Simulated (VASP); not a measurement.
KBr, 2 atoms in the cell. The structure is cubic, space group Fm-3m (No. 225). The conventional cell has a = 6.604 Å, b = 6.604 Å, c = 6.604 Å, α = 90.00°, β = 90.00°, γ = 90.00°. Within 4.3 Å of K (site symmetry m-3m) lie 6 Br at 3.30 Å. Br (site symmetry m-3m) has 6 K at 3.30 Å within 4.3 Å. 

```yaml
Program: VASP 6.6.1
Task: single point
Functional: HSE06
Potentials_or_basis: VASP PAW PBE potentials, release 64 (K_sv, Br)
Cutoff: 520 eV
k_mesh: 4 × 4 × 4
Occupations: gaussian, width 0.01 eV
Spin: no spin polarisation
Dipole_correction: no
Grid_for_exact_exchange_PRECFOCK: Normal
Further_INCAR_settings: ALGO = Normal; EDIFF = 1e-07; NBANDS = 15
Screening_parameter: 0.2079 1/Å
```

Potentials or basis: VASP PAW PBE potentials, release 64 (K_sv, Br).

Command:

```console
$ cat potpaw_PBE.64/K_sv/POTCAR potpaw_PBE.64/Br/POTCAR > POTCAR
$ cp INCAR.step1 INCAR
$ mpirun -np 1 vasp_std > vasp.out
$ cp INCAR.step2 INCAR
$ mpirun -np 1 vasp_std > vasp.out
```

Hardware: 1 thread of Intel(R) Xeon(R) 6975P-C (Granite Rapids) (shared host).

Q: How long does it take, and how much memory?

A: Wall time 4 min on 1 thread of Intel(R) Xeon(R) 6975P-C (Granite Rapids), with other jobs on the host, peak memory 0.32 GiB. Counts: k points 8.
